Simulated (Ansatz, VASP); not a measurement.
## SiO2 in VASP and in Ansatz

The input INCAR:

```
ALGO     = Normal         # electronic algorithm
EDIFF    = 1E-6           # SCF threshold, eV
ENCUT    = 520            # plane-wave cutoff, eV
GGA      = PE             # functional
ISIF     = 2              # what is computed and relaxed
ISMEAR   = 0              # smearing method
LASPH    = T              # aspherical terms in the spheres
LCHARG   = F              # write CHGCAR
LREAL    = F              # projectors in reciprocal space
LWAVE    = F              # write WAVECAR
NBANDS   = 25             # bands
NELM     = 100            # most SCF steps
PREC     = Accurate       # precision mode
SIGMA    = 0.05           # smearing width, eV
```

KPOINTS

```
k-points
0
Gamma
  6 6 8
```

Contents of POSCAR:

```
SiO2
1.0
    4.2676000000      0.0000000000      0.0000000000
    0.0000000000      4.2676000000      0.0000000000
    0.0000000000      0.0000000000      3.0125000000
Si O
2 4
Direct
    0.5000000000      0.5000000000      0.5000000000
    0.0000000000      0.0000000000      0.0000000000
    0.6930127928      0.6930127928      0.0000000000
    0.1930127928      0.8069872072      0.5000000000
    0.3069872072      0.3069872072      0.0000000000
    0.8069872072      0.1930127928      0.5000000000
```

Input for Ansatz:

```yaml
crystal:
  lattice:
    - [4.2676, 0.0, 0.0]
    - [0.0, 4.2676, 0.0]
    - [0.0, 0.0, 3.0125]
  atoms:
    - { symbol: Si, position: [0.5, 0.5, 0.5] }
    - { symbol: Si, position: [0.0, 0.0, 0.0] }
    - { symbol: O, position: [0.6930127928, 0.6930127928, 0.0] }
    - { symbol: O, position: [0.1930127928, 0.8069872072, 0.5] }
    - { symbol: O, position: [0.3069872072, 0.3069872072, 0.0] }
    - { symbol: O, position: [0.8069872072, 0.1930127928, 0.5] }
basis:
  ecutwfc: 520.0
kpoints:
  mp_grid: { grid: [6, 6, 8] }
hamiltonian:
  xc: pbe
  pseudopotentials: { kind: paw, azcp: { folder: soft_1 } }
scf:
  occupations: { method: gaussian, width: 0.05 }
output:
  forces: true
  stress: true
  eigenvalues: true
```

Alike in both runs: task single point; functional PBE; k mesh 6 × 6 × 8; occupations gaussian, width 0.05 eV; no spin polarisation.

```csv
,VASP,Ansatz
version,VASP 6.6.1,Ansatz 0.2.0
potentials or method,"VASP PAW PBE potentials, release 64 (Si, O), cutoff 520 eV","scalar-relativistic, plane waves, PAW"
valence electrons in the cell,32,32
```

```tsv
	VASP	Ansatz	Ansatz less VASP
gap on the k mesh at the Fermi level (eV)	2.56	2.58	+0.022
least direct gap on the mesh (eV)	2.56	2.58	+0.022
rms of the force components (eV/Å)	0.169	0.170	+0.0012
```

Atom by atom the forces differ by 0.001 eV/Å (rms over components).
